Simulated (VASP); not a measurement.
# HgTe (Fm-3m) in VASP: a series of runs

Runs on HgTe. Level: PBE. Tasks: single point.

Program: VASP 6.6.1. These are calculated values, not measurements. Logs are shortened: lines on timing, memory, paths and dates and some standing lists are left out, and cuts for length are marked.

## Step 1: The cell of the first run

The structure is cubic, space group Fm-3m (No. 225). The conventional cell has a = 5.882 Å, b = 5.882 Å, c = 5.882 Å, α = 90.00°, β = 90.00°, γ = 90.00°. Within 3.9 Å of Hg (site symmetry m-3m) lie 6 Te at 2.94 Å. Te (site symmetry m-3m) has 6 Hg at 2.94 Å within 3.9 Å.

## Step 2: Single point, PBE (volume scaled by 1.02)

Contents of INCAR:

```
SYSTEM = HgTe
PREC = Accurate ; ENCUT = 520
EDIFF = 1E-7 ; ISMEAR = -1
SIGMA = 0.08 ; LREAL = .FALSE.
LASPH = .TRUE. ; NELM = 60
ALGO = Normal ; ISIF = 2
LWAVE = .FALSE. ; LCHARG = .FALSE.
GGA = PE ; NBANDS = 16
```

Contents of KPOINTS:

```
Automatic mesh
0
G
  12 12 12
  0 0 0
```

Contents of POSCAR:

```
HgTe
1.0
    0.0000000000      2.9408482460      2.9408482460
    2.9408482460      0.0000000000      2.9408482460
    2.9408482460      2.9408482460      0.0000000000
Hg Te
1 1
Direct
    0.0000000000      0.0000000000      0.0000000000
    0.5000000000      0.5000000000      0.5000000000
```

Potentials or basis: VASP PAW PBE potentials, release 64 (Hg, Te).

Started as:

```console
cat potpaw_PBE.64/Hg/POTCAR potpaw_PBE.64/Te/POTCAR > POTCAR
mpirun -np 1 vasp_std > vasp.out
```

OUTCAR:

```text
SYSTEM = HgTe
   PREC = Accurate
   ENCUT = 520
   EDIFF = 1E-7
   ISMEAR = -1
   LREAL = .FALSE.
   LASPH = .TRUE.
   NELM = 60
   ISIF = 2
   GGA = PE

 ion  position               nearest neighbor table
   1  0.000  0.000  0.000-   2 2.94   2 2.94   2 2.94   2 2.94   2 2.94   2 2.94
   2  0.500  0.500  0.500-   1 2.94   1 2.94   1 2.94   1 2.94   1 2.94   1 2.94

  LATTYP: Found a face centered cubic cell.
 ALAT       =     5.8816964920

  Lattice vectors:

 A1 = (   0.0000000000,   2.9408482460,   2.9408482460)
 A2 = (   2.9408482460,   0.0000000000,   2.9408482460)
 A3 = (   2.9408482460,   2.9408482460,   0.0000000000)

Analysis of symmetry for initial positions (statically):
=====================================================================
 Subroutine PRICEL returns:
 Original cell was already a primitive cell.

 Routine SETGRP: Setting up the symmetry group for a
 face centered cubic supercell.

 Subroutine GETGRP returns: Found 48 space group operations
 (whereof 48 operations were pure point group operations)
 out of a pool of 48 trial point group operations.

The static configuration has the point symmetry O_h .

Analysis of symmetry for dynamics (positions and initial velocities):
=====================================================================
 Subroutine PRICEL returns:
 Original cell was already a primitive cell.

 Routine SETGRP: Setting up the symmetry group for a
 face centered cubic supercell.

 Subroutine GETGRP returns: Found 48 space group operations
 (whereof 48 operations were pure point group operations)
 out of a pool of 48 trial point group operations.

The dynamic configuration has the point symmetry O_h .

 Subroutine INISYM returns: Found 48 space group operations
 (whereof 48 operations are pure point group operations),
 and found     1 'primitive' translations

----------------------------------------------------------------------------------------

                                     Primitive cell

  volume of cell :      50.8684

  direct lattice vectors                    reciprocal lattice vectors
     0.000000000  2.940848246  2.940848246    -0.170018973  0.170018973  0.170018973
     2.940848246  0.000000000  2.940848246     0.170018973 -0.170018973  0.170018973
     2.940848246  2.940848246  0.000000000     0.170018973  0.170018973 -0.170018973

  length of vectors
     4.158987474  4.158987474  4.158987474     0.294481500  0.294481500  0.294481500

[... 79 lines left out ...]
   NELM   =     60;   NELMIN=  2; NELMDL= -5     # of ELM steps
   EDIFF  = 0.1E-06   stopping-criterion for ELM
   LREAL  =      F    real-space projection
   EDIFFG = 0.1E-05   stopping-criterion for IOM
   NSW    =      0    number of steps for IOM
   IBRION =     -1    ionic relax: 0-MD 1-quasi-New 2-CG
   NFREE  =      0    steps in history (QN), initial steepest desc. (CG)
   ISIF   =      2    stress and relaxation
   ISYM   =      2    0-nonsym 1-usesym 2-fastsym
   POTIM  = 0.5000    time-step for ionic-motion
   TEBEG  =    0.0;   TEEND  =   0.0 temperature during run
   PSTRESS=    0.0 pullay stress
   NELECT =      18.0000    total number of electrons
   NUPDOWN=      -1.0000    fix difference up-down
   EMIN   =  10.00;   EMAX   =-10.00  energy-range for DOS
   EFERMI =   0.00;   METHOD = LEGACY
   ISMEAR =    -1;   SIGMA  =   0.08  broadening in eV -4-tet -1-fermi 0-gaus
   EFERMI_NEDOS =   21; number of points for ismear=-14 and -15
   IALGO  =     38    algorithm
   IMIX   =      4    mixing-type and parameters
     AMIX     =   0.40;   BMIX     =  1.00
     AMIX_MAG =   1.60;   BMIX_MAG =  1.00
  volume/ion in A,a.u.               =      25.43       171.64
  Fermi-wavevector in a.u.,A,eV,Ry     =   1.157932  2.188174 18.242780  1.340806
  Thomas-Fermi vector in A             =   2.294539
   LORBIT       =      0    0 simple, 1 ext, 2 COOP (PROOUT), +10 PAW based schemes
   GGA     = PE    functional components
   LHFCALC =     F    Hartree Fock is set to
   AEXX    =    0.0000 exact exchange contribution
   IVDW    =     0    specifies the selected vdW correction
   LEPSILON=     F    determine dielectric tensor
   LRPA    =     F    only Hartree local field effects (RPA)
 non-spin polarized calculation
  energy-cutoff  :      520.00
  volume of cell :       50.87
 maximum number of plane-waves:      1391
   NGX = 15   NGY = 15   NGZ = 15

 number of electron      17.9999999 magnetization

 Free energy of the ion-electron system (eV)
  ---------------------------------------------------
  ext. energy  EPLUGINS =         0.00000000
  ---------------------------------------------------
  free energy    TOTEN  =        -3.17978023 eV

  energy without entropy =       -3.15597043  energy(sigma->0) =       -3.16787533

 E-fermi :   5.6792     XC(G=0): -10.4068

 val. band max:        5.6790590472   @ k =   0.4167   0.2500   0.0000
 cond. band min:       5.7039229276   @ k =   0.3333   0.0000   0.0000
 fundamental gap:      0.0248638804
 Fermi energy:         5.6792004339

 k-point     1 :       0.0000    0.0000    0.0000
  band No.  band energies     occupation
      1      -7.1729      2.00000
      2      -1.4683      2.00000
      3      -1.4683      2.00000
      4      -1.4050      2.00000
      5      -1.4050      2.00000
      6      -1.4050      2.00000
[... 433 lines left out ...]
      3      -1.8595      2.00000
      4      -1.6467      2.00000
      5      -1.1781      2.00000
      6      -1.1431      2.00000
[... 8 lines left out ...]
     15      16.0395      0.00000
     16      16.7634      0.00000

 [... further k-points ...]

------------------------ aborting loop because EDIFF is reached ----------------------------------------

  FORCE on cell =-STRESS in cart. coord.  units (eV):
  Direction    XX          YY          ZZ          XY          YZ          ZX
  --------------------------------------------------------------------------------------
  -------------------------------------------------------------------------------------
  Total        2.8023982      2.8023982      2.8023982      0.0000000      0.0000000     -0.0000000
  in kB       88.2658244     88.2658244     88.2658244      0.0000000      0.0000000     -0.0000000
  external PRESSURE =      88.2658244 kB  Pullay stress =       0.0000000 kB

 VOLUME and BASIS-vectors are now :
 -----------------------------------------------------------------------------
  energy-cutoff  :      520.00
  volume of cell :       50.87
      direct lattice vectors                 reciprocal lattice vectors
     0.000000000  2.940848246  2.940848246    -0.170018973  0.170018973  0.170018973
     2.940848246  0.000000000  2.940848246     0.170018973 -0.170018973  0.170018973
     2.940848246  2.940848246  0.000000000     0.170018973  0.170018973 -0.170018973

 POSITION                                       TOTAL-FORCE (eV/Angst)
 -----------------------------------------------------------------------------------
      0.00000      0.00000      0.00000         0.000000     -0.000000      0.000000
      2.94085      2.94085      2.94085         0.000000      0.000000     -0.000000
 -----------------------------------------------------------------------------------
    total drift:                                0.000000     -0.000000     -0.000000

  FREE ENERGIE OF THE ION-ELECTRON SYSTEM (eV)
  ---------------------------------------------------
  free  energy   TOTEN  =        -3.1797802291 eV

  energy  without entropy=       -3.1559704336  energy(sigma->0) =       -3.16787533
```

OSZICAR:

```text
N       E                     dE             d eps       ncg     rms          rms(c)
DAV:   1     0.107624940945E+03    0.10762E+03   -0.83547E+03  2336   0.101E+03
DAV:   2    -0.958515237589E-01   -0.10772E+03   -0.10030E+03  2624   0.238E+02
DAV:   3    -0.337602136274E+01   -0.32802E+01   -0.32705E+01  2896   0.428E+01
DAV:   4    -0.339750851024E+01   -0.21487E-01   -0.21485E-01  2824   0.331E+00
DAV:   5    -0.339785950691E+01   -0.35100E-03   -0.35099E-03  2984   0.384E-01    0.946E+00
DAV:   6    -0.318629557353E+01    0.21156E+00   -0.41513E-01  2840   0.885E+00    0.712E+00
DAV:   7    -0.318075871586E+01    0.55369E-02   -0.79276E-02  2768   0.199E+00    0.228E+00
DAV:   8    -0.317980560111E+01    0.95311E-03   -0.82257E-03  2600   0.106E+00    0.548E-01
DAV:   9    -0.317976290760E+01    0.42694E-04   -0.55415E-04  2960   0.270E-01    0.878E-02
DAV:  10    -0.317977523481E+01   -0.12327E-04   -0.50685E-05  2816   0.643E-02    0.385E-02
DAV:  11    -0.317978100164E+01   -0.57668E-05   -0.11188E-05  2888   0.267E-02    0.253E-02
DAV:  12    -0.317978026230E+01    0.73933E-06   -0.14741E-06  2544   0.970E-03    0.108E-02
DAV:  13    -0.317978022907E+01    0.33227E-07   -0.12802E-07  2568   0.217E-03
   1 F= -.31797802E+01 E0= -.31678753E+01  d E =-.238098E-01
```

Wall time 27 s (1 thread of AMD EPYC 9R45 (Zen 5), shared host); peak memory 0.19 GiB.

What came out:

```
Free energy            : -3.1798 eV
Pressure               : 8.8 GPa
Band gap on the k mesh : zero (band 9 reaches 6.09 eV, above the bottom of band 10 at 2.97 eV)
```

Levels at points of the mesh, in eV from the Fermi level:
| k point | band 5 | band 6 | band 7 | band 8 | band 9 | band 10 | band 11 | band 12 | band 13 | band 14 |
| --- | --- | --- | --- | --- | --- | --- | --- | --- | --- | --- |
| (0.00, 0.00, 0.00) | -7.08 | -7.08 | -0.86 | -0.86 | -0.86 | -0.45 | 7.71 | 7.71 | 7.71 | 7.98 |
| (0.50, 0.00, 0.00) | -6.86 | -6.86 | -5.97 | 0.41 | 0.41 | 2.51 | 3.80 | 3.80 | 4.26 | 10.80 |
| (0.50, 0.50, 0.00) | -6.76 | -5.95 | -5.02 | -2.89 | -2.71 | -2.71 | 4.70 | 9.79 | 9.79 | 10.43 |

Caveat: spin-orbit coupling is left out, which moves the levels of the heavy elements.

## Step 3: Single point, PBE (volume scaled by 1.04)

Contents of INCAR:

```
  PREC = Accurate
  ENCUT = 520
  EDIFF = 1E-7
  ISMEAR = -1
  SIGMA = 0.08
  LREAL = F
  LASPH = T
  NELM = 100
  ALGO = Normal
  ISIF = 2
  LWAVE = F
  LCHARG = F
  GGA = PE
  NBANDS = 16
```

Contents of KPOINTS:

```
Automatic mesh
0
Gamma
  12 12 12
```

Contents of POSCAR:

```
HgTe
1.0
    0.0000000000      2.9599451983      2.9599451983
    2.9599451983      0.0000000000      2.9599451983
    2.9599451983      2.9599451983      0.0000000000
Hg Te
1 1
Direct
    0.0000000000      0.0000000000      0.0000000000
    0.5000000000      0.5000000000      0.5000000000
```

Potentials or basis: VASP PAW PBE potentials, release 64 (Hg, Te).

Started as:

```console
cat potpaw_PBE.64/Hg/POTCAR potpaw_PBE.64/Te/POTCAR > POTCAR
mpirun -np 1 vasp_std > vasp.out
```

Wall time 26 s (1 thread of AMD EPYC 9R45 (Zen 5), shared host); peak memory 0.19 GiB.

It converged, with:

```yaml
Free_energy: -3.2297 eV
Pressure: 7.2 GPa
Band_gap_on_the_k_mesh: zero (band 9 reaches 5.82 eV, above the bottom of band 10 at 2.81 eV)
```

Levels at points of the mesh, in eV from the Fermi level:
```csv
k point,band 6,band 7,band 8,band 9,band 10,band 11,band 12,band 13
"(0.00, 0.00, 0.00)",-7.00,-0.83,-0.83,-0.83,-0.54,7.70,7.70,7.70
"(0.50, 0.00, 0.00)",-6.78,-5.88,0.39,0.39,2.54,3.84,3.84,4.16
"(0.50, 0.50, 0.00)",-5.93,-4.87,-2.86,-2.63,-2.63,4.73,9.68,9.68
```

Caveat: spin-orbit coupling is left out, which moves the levels of the heavy elements.
